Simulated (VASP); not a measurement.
GaP:

```
Ga P
1.0
     0.00000    2.72525    2.72525
     2.72525    0.00000    2.72525
     2.72525    2.72525    0.00000
Ga P
1 1
Direct
  0.00000 0.00000 0.00000
  0.75000 0.75000 0.75000
```

```yaml
Program: VASP 6.6.1
Task: relaxation of cell and atoms
Functional: LDA
Potentials_or_basis: VASP PAW LDA potentials, release 64 (Ga_d, P)
Cutoff: 600 eV
k_mesh: 8 × 8 × 8
Occupations: gaussian, width 0.02 eV
Spin: no spin polarisation
```

At the start: pressure -2.7 GPa; volume 20.24 Å³/atom.

Question: Where does the relaxation end?

Answer: Over 6 steps the energy falls by 5.4 meV/atom and the volume is 19.61 Å³/atom (-3.1 %); space group F-43m (No. 216, to 0.05 Å).

The path:
| step | energy change (eV) | largest force (eV/Å) | pressure (GPa) | volume (Å³) |
| --- | --- | --- | --- | --- |
| 1 | 0.0000 | 0.0000 | -2.68 | 40.48 |
| 2 | -0.0073 | 0.0000 | 1.68 | 38.53 |
| 3 | -0.0108 | 0.0000 | -0.07 | 39.22 |
| 4 | -0.0108 | 0.0000 | 0.10 | 39.19 |
| 5 | -0.0108 | 0.0000 | -0.10 | 39.26 |
| 6 | -0.0108 | 0.0000 | 0.04 | 39.22 |

Final structure:
```
Ga P
1.0
     0.00000    2.69659    2.69659
     2.69659    0.00000    2.69659
     2.69659    2.69659    0.00000
Ga P
1 1
Direct
  0.00000 0.00000 0.00000
  0.75000 0.75000 0.75000
```
